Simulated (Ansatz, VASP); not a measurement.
## Te in VASP and in Ansatz

Contents of INCAR:

```
SYSTEM = Te
PREC = Accurate
ENCUT = 600
EDIFF = 1E-6
ISMEAR = 0
SIGMA = 0.1
LREAL = .FALSE.
LASPH = .TRUE.
NELM = 100
ALGO = Normal
ISIF = 3
LWAVE = .FALSE.
LCHARG = .FALSE.
GGA = PE
IBRION = 2
NSW = 100
EDIFFG = -0.01
```

File KPOINTS:

```
Automatic mesh
0
G
  16 16 18
  0 0 0
```

Contents of POSCAR:

```
Te
1.0
    3.3315549435      0.0000000000      0.0000000000
    0.0000000000      3.3315549435      0.0000000000
    0.0000000000      0.0000000000      2.9803620896
Te
1
Direct
    0.5000000000      0.5000000000      0.5000000000
```

Input for Ansatz:

```yaml
crystal:
  lattice:
    - [3.3315549435, 0.0, 0.0]
    - [0.0, 3.3315549435, 0.0]
    - [0.0, 0.0, 2.9803620896]
  atoms:
    - { symbol: Te, position: [0.5, 0.5, 0.5] }
basis:
  ecutwfc: 420
kpoints:
  mp_grid: { grid: [16, 16, 18] }
hamiltonian:
  xc: pbe
scf:
  occupations: { method: gaussian, width: 0.1 }
output:
  forces: true
  stress: true
  eigenvalues: true
  write_density: true
  write_potential: true
  elf: true
  volumetric_format: npy
relax:
  adjacent_minimum: "off"
  f_tol: 0.01
  max_steps: 80
  cell: { stress_tol: 0.05 }
```

Alike in both runs: task relaxation of cell and atoms; functional PBE; k mesh 16 × 16 × 18; occupations gaussian, width 0.1 eV; no spin polarisation.

|  | VASP | Ansatz |
| --- | --- | --- |
| version | VASP 6.6.1 | Ansatz 0.2.0 |
| potentials or method | VASP PAW PBE potentials, release 64 (Te), cutoff 600 eV | scalar-relativistic, plane waves, PAW |
| valence electrons in the cell | 6 | 16 |

Ansatz gave:

| Quantity | Value |
| --- | --- |
| gap on the k mesh at the Fermi level, each at its own relaxed structure (eV) | none |
| relaxed volume (Å³/atom) | 32.78 |
| relaxed cell length with the largest relative difference (Å) | 3.174 |

Problem. What did VASP give for the same quantities?

Solution. gap on the k mesh at the Fermi level, each at its own relaxed structure (eV): none; relaxed volume (Å³/atom): 32.76; relaxed cell length with the largest relative difference (Å): 3.173.

A gap of «none» marks a metal or a gap that the smearing closes. VASP's potentials hold 6 valence electrons a cell and Ansatz's 16, so a difference there can come from the potentials and not from the codes.

Spin-orbit coupling is off throughout.
